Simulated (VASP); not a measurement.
# O (P-1) in VASP: single point with PBEsol

Aim: the single point of O with PBEsol.

Everything below comes from runs of VASP 6.6.1. Logs are shortened: lines on timing, memory, paths and dates and some standing lists are left out, and cuts for length are marked.

**1. The cell of the first run**

The typed cell holds 1 atom: a = 3.158 Å, b = 1.607 Å, c = 5.066 Å, α = 89.65°, β = 103.06°, γ = 91.21°.

**2. Single point, PBEsol (the cell strained at random)**

INCAR reads:

```
SYSTEM = O
PREC     = Accurate       ! precision mode
ENCUT    = 520            ! plane-wave cutoff, eV
EDIFF    = 1E-6           ! SCF threshold, eV
ISMEAR   = 0              ! smearing method
SIGMA    = 0.1            ! smearing width, eV
LREAL    = .FALSE.        ! projectors in reciprocal space
LASPH    = .TRUE.         ! aspherical terms in the spheres
NELM     = 60             ! most SCF steps
ALGO     = Normal         ! electronic algorithm
ISIF     = 2              ! what is computed and relaxed
LWAVE    = .FALSE.        ! write WAVECAR
LCHARG   = .FALSE.        ! write CHGCAR
GGA      = PS             ! functional
NBANDS   = 9              ! bands
```

KPOINTS reads:

```
regular mesh
0
G
  12 22 8
  0 0 0
```

POSCAR reads:

```
O
1.0
    3.1572347172     -0.0338046290     -0.0303065310
   -0.0166023967      1.6069052327      0.0013075148
   -1.0971853839      0.0152215197      4.9454379220
O
1
Direct
    0.0000000000      0.5000000000      0.5000000000
```

Potentials or basis: VASP PAW PBE potentials, release 64 (O).

The run is started by

```sh
> cat potpaw_PBE.64/O/POTCAR > POTCAR
> mpirun -np 1 vasp_std > vasp.out
```

OUTCAR:

```text
SYSTEM = O
   PREC = Accurate
   ENCUT = 520
   EDIFF = 1E-6
   ISMEAR = 0
   LREAL = .FALSE.
   LASPH = .TRUE.
   NELM = 60
   ISIF = 2
   GGA = PS

 ion  position               nearest neighbor table
   1  0.000  0.500  0.500-

  LATTYP: Found a triclinic cell.
 ALAT       =     3.1575611314
 B/A-ratio  =     1.6043105414
 C/A-ratio  =     0.5089344157
 COS(alpha) =     0.0060366529
 COS(beta)  =     0.0210434496
 COS(gamma) =     0.2259706845

  Lattice vectors:

 A1 = (  -3.1572347172,   0.0338046290,   0.0303065310)
 A2 = (  -1.0971853839,   0.0152215197,   4.9454379220)
 A3 = (  -0.0166023967,   1.6069052327,   0.0013075148)

Analysis of symmetry for initial positions (statically):
=====================================================================
 Subroutine PRICEL returns:
 Original cell was already a primitive cell.

 Routine SETGRP: Setting up the symmetry group for a
 triclinic supercell.

 Subroutine GETGRP returns: Found  2 space group operations
 (whereof  2 operations were pure point group operations)
 out of a pool of  2 trial point group operations.

The static configuration has the point symmetry S_2 .

Analysis of symmetry for dynamics (positions and initial velocities):
=====================================================================
 Subroutine PRICEL returns:
 Original cell was already a primitive cell.

 Routine SETGRP: Setting up the symmetry group for a
 triclinic supercell.

 Subroutine GETGRP returns: Found  2 space group operations
 (whereof  2 operations were pure point group operations)
 out of a pool of  2 trial point group operations.

The dynamic configuration has the point symmetry S_2 .

 Subroutine INISYM returns: Found  2 space group operations
 (whereof  2 operations are pure point group operations),
 and found     1 'primitive' translations

----------------------------------------------------------------------------------------

                                     Primitive cell

  volume of cell :      25.0339

  direct lattice vectors                    reciprocal lattice vectors
     3.157234717 -0.033804629 -0.030306531     0.317443312  0.003222497  0.070417447
    -0.016602397  1.606905233  0.001307515     0.006659676  0.622383398 -0.000438125
    -1.097185384  0.015221520  4.945437922     0.001943589 -0.000144803  0.202638209

  length of vectors
     3.157561131  1.606991530  5.065708608     0.325175733  0.622419182  0.202647581

  position of ions in fractional coordinates (direct lattice)
     0.000000000  0.500000000  0.500000000

  ion indices of the primitive-cell ions
   primitive index   ion index
                 1           1

----------------------------------------------------------------------------------------

 KPOINTS: regular mesh

Automatic generation of k-mesh.
 Grid dimensions read from file:
 generate k-points for:   12   22    8

 Generating k-lattice:

  Cartesian coordinates                     Fractional coordinates (reciprocal lattice)
     0.026453609  0.000268541  0.005868121     0.083333333 -0.000000000  0.000000000
     0.000302713  0.028290154 -0.000019915    -0.000000000  0.045454545 -0.000000000
     0.000242949 -0.000018100  0.025329776    -0.000000000  0.000000000  0.125000000

  Length of vectors
     0.027097978  0.028291781  0.025330948

  Shift w.r.t. Gamma in fractional coordinates (k-lattice)
     0.000000000  0.000000000  0.000000000

 Subroutine IBZKPT returns following result:
 ===========================================

 Found   1060 irreducible k-points:

 Following reciprocal coordinates:
            Coordinates               Weight
  0.000000  0.000000  0.000000      1.000000
  0.083333  0.000000 -0.000000      2.000000
  0.166667  0.000000  0.000000      2.000000
  0.250000  0.000000 -0.000000      2.000000
  0.333333  0.000000  0.000000      2.000000
  0.416667  0.000000  0.000000      2.000000
[... 16 lines left out ...]
  0.250000  0.090909 -0.000000      2.000000
  0.333333  0.090909 -0.000000      2.000000
 [... further k-points ...]
   k-points           NKPTS =   1060   k-points in BZ     NKDIM =   1060   number of bands    NBANDS=      9
   number of dos      NEDOS =    301   number of ions     NIONS =      1
   total plane-waves  NPLWV =  11520
   dimension x,y,z NGX =    24 NGY =   12 NGZ =   40
   dimension x,y,z NGXF=    48 NGYF=   24 NGZF=   80
   ions per type =               1
   NGX,Y,Z   is equivalent  to a cutoff of  12.64, 12.41, 13.13 a.u.
   NGXF,Y,Z  is equivalent  to a cutoff of  25.27, 24.83, 26.25 a.u.
 SYSTEM =  O
   PREC   = accura    normal or accurate (medium, high low for compatibility)
   ISTART =      0    job   : 0-new  1-cont  2-samecut
   ICHARG =      2    charge: 1-file 2-atom 10-const
   ISPIN  =      1    spin polarized calculation?
   LNONCOLLINEAR =      F non collinear calculations
   LSORBIT =      F    spin-orbit coupling
   LASPH  =      T    aspherical Exc in radial PAW
   ENCUT  =  520.0 eV  38.22 Ry    6.18 a.u.   5.87  2.99  9.42*2*pi/ulx,y,z
   NELM   =     60;   NELMIN=  2; NELMDL= -5     # of ELM steps
   EDIFF  = 0.1E-05   stopping-criterion for ELM
   LREAL  =      F    real-space projection
   EDIFFG = 0.1E-04   stopping-criterion for IOM
   NSW    =      0    number of steps for IOM
   IBRION =     -1    ionic relax: 0-MD 1-quasi-New 2-CG
   NFREE  =      0    steps in history (QN), initial steepest desc. (CG)
   ISIF   =      2    stress and relaxation
   ISYM   =      2    0-nonsym 1-usesym 2-fastsym
   POTIM  = 0.5000    time-step for ionic-motion
   TEBEG  =    0.0;   TEEND  =   0.0 temperature during run
   PSTRESS=    0.0 pullay stress
   NELECT =       6.0000    total number of electrons
   NUPDOWN=      -1.0000    fix difference up-down
   EMIN   =  10.00;   EMAX   =-10.00  energy-range for DOS
   EFERMI =   0.00;   METHOD = LEGACY
   ISMEAR =     0;   SIGMA  =   0.10  broadening in eV -4-tet -1-fermi 0-gaus
   EFERMI_NEDOS =   21; number of points for ismear=-14 and -15
   IALGO  =     38    algorithm
   IMIX   =      4    mixing-type and parameters
     AMIX     =   0.40;   BMIX     =  1.00
     AMIX_MAG =   1.60;   BMIX_MAG =  1.00
  volume/ion in A,a.u.               =      25.03       168.94
  Fermi-wavevector in a.u.,A,eV,Ry     =   1.016910  1.921682 14.069875  1.034107
  Thomas-Fermi vector in A             =   2.150281
   LORBIT       =      0    0 simple, 1 ext, 2 COOP (PROOUT), +10 PAW based schemes
   GGA     = PS    functional components
   LHFCALC =     F    Hartree Fock is set to
   AEXX    =    0.0000 exact exchange contribution
   IVDW    =     0    specifies the selected vdW correction
   LEPSILON=     F    determine dielectric tensor
   LRPA    =     F    only Hartree local field effects (RPA)
 non-spin polarized calculation
 Gauss-broadening in eV      SIGMA  =   0.10
  energy-cutoff  :      520.00
  volume of cell :       25.03
 maximum number of plane-waves:       696
   NGX = 11   NGY =  5   NGZ = 19

 number of electron       5.9999999 magnetization

 Free energy of the ion-electron system (eV)
  ---------------------------------------------------
  ext. energy  EPLUGINS =         0.00000000
  ---------------------------------------------------
  free energy    TOTEN  =        -3.78646368 eV

  energy without entropy =       -3.78209412  energy(sigma->0) =       -3.78427890

 E-fermi :  -4.7178     XC(G=0):  -5.7201

 val. band max:       -4.7252292015   @ k =  -0.1667  -0.3636   0.3750
 cond. band min:      -4.6820312724   @ k =   0.1667  -0.3636   0.1250
 fundamental gap:      0.0431979291
 Fermi energy:        -4.7178205917

 k-point     1 :       0.0000    0.0000    0.0000
  band No.  band energies     occupation
      1     -25.5554      2.00000
      2      -8.8631      2.00000
      3      -8.2307      2.00000
      4       1.7804      0.00000
      5       3.5136      0.00000
      6       7.9930      0.00000
      7       8.4179      0.00000
      8      15.4484      0.00000
      9      17.1420      0.00000

 k-point     2 :       0.0833    0.0000   -0.0000
  band No.  band energies     occupation
      1     -25.5465      2.00000
      2      -8.8508      2.00000
      3      -8.3184      2.00000
      4       1.9213      0.00000
      5       3.5137      0.00000
      6       7.9832      0.00000
      7       8.5859      0.00000
      8      14.1295      0.00000
      9      17.5331      0.00000

 k-point     3 :       0.1667    0.0000    0.0000
  band No.  band energies     occupation
      1     -25.5216      2.00000
      2      -8.8171      2.00000
      3      -8.5498      2.00000
      4       2.3267      0.00000
      5       3.5147      0.00000
      6       7.9466      0.00000
      7       9.0359      0.00000
      8      12.4224      0.00000
      9      16.4627      0.00000

 k-point     4 :       0.2500    0.0000   -0.0000
  band No.  band energies     occupation
      1     -25.4872      2.00000
      2      -8.8495      2.00000
      3      -8.7699      2.00000
      4       2.9568      0.00000
      5       3.5160      0.00000
      6       7.8495      0.00000
      7       9.5488      0.00000
      8      10.9958      0.00000
      9      15.4019      0.00000
[... 205 lines left out ...]
 k-point    22 :       0.1667    0.0909    0.0000
  band No.  band energies     occupation
      1     -25.1738      2.00000
      2      -8.5009      2.00000
      3      -8.2568      2.00000
      4       2.2616      0.00000
      5       2.8230      0.00000
      6       8.3826      0.00000
      7       9.4790      0.00000
      8      12.8059      0.00000
      9      16.8382      0.00000

 k-point    23 :       0.2500    0.0909   -0.0000
  band No.  band energies     occupation
      1     -25.1399      2.00000
      2      -8.5485      2.00000
      3      -8.4550      2.00000
      4       2.2709      0.00000
      5       3.4510      0.00000
      6       8.2847      0.00000
      7       9.9761      0.00000
      8      11.3935      0.00000
      9      15.7843      0.00000

 k-point    24 :       0.3333    0.0909   -0.0000
  band No.  band energies     occupation
      1     -25.1059      2.00000
      2      -8.8209      2.00000
      3      -8.4094      2.00000
      4       2.2758      0.00000
      5       4.2662      0.00000
      6       7.9921      0.00000
      7       9.7804      0.00000
      8      10.8972      0.00000
      9      15.2258      0.00000

 [... further k-points ...]

------------------------ aborting loop because EDIFF is reached ----------------------------------------

  FORCE on cell =-STRESS in cart. coord.  units (eV):
  Direction    XX          YY          ZZ          XY          YZ          ZX
  --------------------------------------------------------------------------------------
  -------------------------------------------------------------------------------------
  Total       -0.0049311     -2.7690504     -0.0295273      0.0306258     -0.0022233     -0.0000917
  in kB       -0.3155897   -177.2203890     -1.8897625      1.9600664     -0.1422923     -0.0058710
  external PRESSURE =     -59.8085804 kB  Pullay stress =       0.0000000 kB

 VOLUME and BASIS-vectors are now :
 -----------------------------------------------------------------------------
  energy-cutoff  :      520.00
  volume of cell :       25.03
      direct lattice vectors                 reciprocal lattice vectors
     3.157234717 -0.033804629 -0.030306531     0.317443312  0.003222497  0.070417447
    -0.016602397  1.606905233  0.001307515     0.006659676  0.622383398 -0.000438125
    -1.097185384  0.015221520  4.945437922     0.001943589 -0.000144803  0.202638209

 POSITION                                       TOTAL-FORCE (eV/Angst)
 -----------------------------------------------------------------------------------
     -0.55689      0.81106      2.47337         0.000000     -0.000000      0.000000
 -----------------------------------------------------------------------------------
    total drift:                               -0.000000      0.000000      0.000000

  FREE ENERGIE OF THE ION-ELECTRON SYSTEM (eV)
  ---------------------------------------------------
  free  energy   TOTEN  =        -3.7864636759 eV

  energy  without entropy=       -3.7820941216  energy(sigma->0) =       -3.78427890
```

Wall time 71 s (1 thread of Intel Xeon Platinum 8259CL at 2.50GHz (Skylake/Cascade Lake), shared host); peak memory 0.29 GiB.

Results:

```
Free energy            : -3.7865 eV
Pressure               : -6.0 GPa
Band gap on the k mesh : zero (bands 3 and 4 overlap by 1.85 eV)
```

Caveat: the cell differs from its parent crystal (the cell strained at random); the stress differs along the axes, from -18 to -0 GPa; the PAW data sets were made with another functional, which shifts forces and pressure a little.

The gap in the log of VASP goes by the Fermi energy; the results here count the filled bands.